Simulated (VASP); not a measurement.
Input of a VASP 6.6.1 run:

POSCAR

```
Sb
1.0
    2.1250856202      1.2269187549      3.7072099901
   -2.1250856202      1.2269187549      3.7072099901
    0.0000000000     -2.4538375098      3.7072099901
Sb
2
Direct
    0.7665100000      0.7665100000      0.7665100000
    0.2334900000      0.2334900000      0.2334900000
```

File INCAR.step1:

```
SYSTEM = Sb
  PREC = Accurate
  ENCUT = 400
  EDIFF = 1E-5
  ISMEAR = -1
  SIGMA = 0.05
  LREAL = .False.
  LASPH = .True.
  NELM = 120
  ALGO = Normal
  ISIF = 2
  LWAVE = .True.
  NBANDS = 22
  GGA = PE
  GGA_COMPAT = .False.
```

Contents of INCAR.step2:

```
SYSTEM = Sb
  PREC = Accurate
  ENCUT = 400
  EDIFF = 1E-6
  ISMEAR = -1
  SIGMA = 0.05
  LREAL = .False.
  LASPH = .True.
  NELM = 120
  ALGO = Normal
  ISIF = 2
  LWAVE = .False.
  LCHARG = .True.
  GGA = B5
  LHFCALC = .True.
  AEXX = 0.2
  AGGAX = 0.72
  AGGAC = 0.81
  ALDAC = 0.19
  PRECFOCK = Normal
  LELF = .True.
  LVHAR = .True.
  NBANDS = 22
  ISTART = 1
  GGA_COMPAT = .False.
```

File KPOINTS:

```
Automatic mesh
0
Gamma
  4 4 4
  0 0 0
```

Potentials or basis: VASP PAW PBE potentials, release 64 (Sb_d_GW).

Launch:

```bash
$ cat potpaw_PBE.64/Sb_d_GW/POTCAR > POTCAR
$ cp INCAR.step1 INCAR
$ mpirun -np 1 vasp_std > vasp.out
$ cp INCAR.step2 INCAR
$ mpirun -np 1 vasp_std > vasp.out
```

(1) Estimate the band gap on the k mesh.

(2) Estimate the pressure.

## Answers

(1) 0.77 eV (least direct gap 0.91 eV).

(2) 7.5 GPa.

Caveat: the k points lie up to 0.45 Å⁻¹ apart; the PAW data sets were made with another functional, which shifts forces and pressure a little; spin-orbit coupling is left out, which moves the levels of the heavy elements.
